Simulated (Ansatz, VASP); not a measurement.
## One calculation of GaN, two programs

```
Ga N
1.0
     0.00000    2.13524    2.13524
     2.13524    0.00000    2.13524
     2.13524    2.13524    0.00000
Ga N
1 1
Direct
  0.00000 0.00000 0.00000
  0.50000 0.50000 0.50000
```

Alike in both runs: task single point; functional PBE; k mesh 11 × 11 × 11; occupations fermi-dirac, width 0.05 eV; no spin polarisation.

|  | VASP | Ansatz |
| --- | --- | --- |
| version | VASP 6.6.1 | Ansatz 0.2.0 |
| potentials or method | VASP PAW PBE potentials, release 64 (Ga_d, N) | Ansatz PAW |
| plane-wave cutoff (eV) | 520 | 420 |
| valence electrons in the cell | 18 | 18 |

Ansatz gave:

* gap on the k mesh at the Fermi level (eV): 0.55
* least direct gap on the mesh (eV): 2.36
* pressure (GPa): -0.3

Which values does VASP return?

gap on the k mesh at the Fermi level (eV): 0.54; least direct gap on the mesh (eV): 2.37; pressure (GPa): 0.4.

With one functional, cell and mesh, what is left measures potentials, basis and numerics.

Noted on Ansatz's run: odd divisions of the mesh miss points on the zone boundary, where band edges often lie, so the gap on the mesh can be too wide.
